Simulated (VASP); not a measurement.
A run of VASP 6.6.1 is set up as follows.

INCAR

```
  PREC = Accurate
  ENCUT = 520
  EDIFF = 1E-7
  ISMEAR = 0
  SIGMA = 0.1
  LREAL = False
  LASPH = True
  NELM = 80
  ALGO = Normal
  ISIF = 2
  LWAVE = False
  LCHARG = False
  GGA = PE
  NBANDS = 8
```

The input KPOINTS:

```
Automatic mesh
0
Gamma
  10 10 8
```

POSCAR

```
C
1.0
    1.5816350500      0.0000000000      0.0000000000
    0.0000000000      1.5816350500      0.0000000000
    0.0000000000      0.0000000000      2.3378412500
C
1
Direct
    0.0000000000      0.0000000000      0.0000000000
```

Potentials or basis: VASP PAW PBE potentials, release 64 (C).

Command:

```console
$ cat potpaw_PBE.64/C/POTCAR > POTCAR
$ mpirun -np 1 vasp_std > vasp.out
```

Q: Predict the pressure.

A: 40.9 GPa.

Q: Predict the band gap on the k mesh.

A: Zero (band 2 reaches 11.03 eV, above the bottom of band 3 at 7.04 eV).

Stress tensor (GPa, compression positive):
```
44.20  0.00  0.00
 0.00 44.20  0.00
 0.00  0.00 34.40
```

Caveat: the k points lie up to 0.40 Å⁻¹ apart.
